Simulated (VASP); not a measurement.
Write the native input for VASP 6.6.1 that does the following.

```
Task                   : single point
Functional             : PBE
Potentials or basis    : VASP PAW PBE potentials, release 64 (Si)
Cutoff                 : 520 eV
k mesh                 : 8 × 8 × 8
Occupations            : fermi-dirac, width 0.1 eV
Spin                   : no spin polarisation
Dipole correction      : no
Further INCAR settings : ALGO = Normal; EDIFF = 1e-06; NBANDS = 11
```

The structure of Si lies in POSCAR:

```
Si
1.0
    0.0000000000      2.7185000000      2.7185000000
    2.7185000000      0.0000000000      2.7185000000
    2.7185000000      2.7185000000      0.0000000000
Si
2
Direct
    0.5000000000      0.5000000000      0.5000000000
    0.7500000000      0.7500000000      0.7500000000
```

The input as run:

INCAR

```
PREC = Accurate ; ENCUT = 520
EDIFF = 1E-6 ; ISMEAR = -1
SIGMA = 0.1 ; LREAL = False
LASPH = True ; NELM = 80
ALGO = Normal ; ISIF = 2
LWAVE = False ; LCHARG = False
GGA = PE ; NBANDS = 11
```

KPOINTS

```
Automatic mesh
0
Gamma
  8 8 8
```

Potentials or basis: VASP PAW PBE potentials, release 64 (Si).

The run is started by

```bash
$ cat potpaw_PBE.64/Si/POTCAR > POTCAR
$ mpirun -np 1 vasp_std > vasp.out
```

Results of the run:

```
Pressure               : 1.6 GPa
Band gap on the k mesh : 0.62 eV, indirect (least direct gap 2.56 eV)
```

Run time: 13 s on 1 thread of Intel Xeon 8259CL, with other jobs on the host, peak memory 0.16 GiB.
